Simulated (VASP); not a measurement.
Write the native input for VASP 6.6.1 that does the following.

```
Task                   : single point
Functional             : PBE
Potentials or basis    : VASP PAW PBE potentials, release 64 (Y_sv)
Cutoff                 : 520 eV
k mesh                 : 14 × 14 × 14
Occupations            : fermi-dirac, width 0.05 eV
Spin                   : no spin polarisation
Dipole correction      : no
Further INCAR settings : ALGO = Normal; EDIFF = 1e-06; NBANDS = 12
```

The structure of Y lies in POSCAR:

```
Y
1.0
   -2.0175736111      2.0175736111      2.0175736111
    2.0175736111     -2.0175736111      2.0175736111
    2.0175736111      2.0175736111     -2.0175736111
Y
1
Direct
    0.0000000000      0.0000000000      0.0000000000
```

This isn't the form of Y at room conditions, which is hcp.

One way to write it, as run:

INCAR

```
SYSTEM = Y
ALGO = Normal
EDIFF = 1E-6
ENCUT = 520
GGA = PE
ISIF = 2
ISMEAR = -1
LASPH = .True.
LCHARG = .False.
LREAL = .False.
LWAVE = .False.
NBANDS = 12
NELM = 60
PREC = Accurate
SIGMA = 0.05
```

KPOINTS

```
k-points
0
Gamma
  14 14 14
  0 0 0
```

Potentials or basis: VASP PAW PBE potentials, release 64 (Y_sv).

The run is started by

```console
$ cat potpaw_PBE.64/Y_sv/POTCAR > POTCAR
$ mpirun -np 1 vasp_std > vasp.out
```

It gave:

The pressure is 0.1 GPa and the band gap on the k mesh is zero (an odd number of electrons rules out a gap without spin polarisation).

Wall time 63 s on 1 thread of Intel Xeon 8259CL (shared host), peak memory 0.2 GiB.
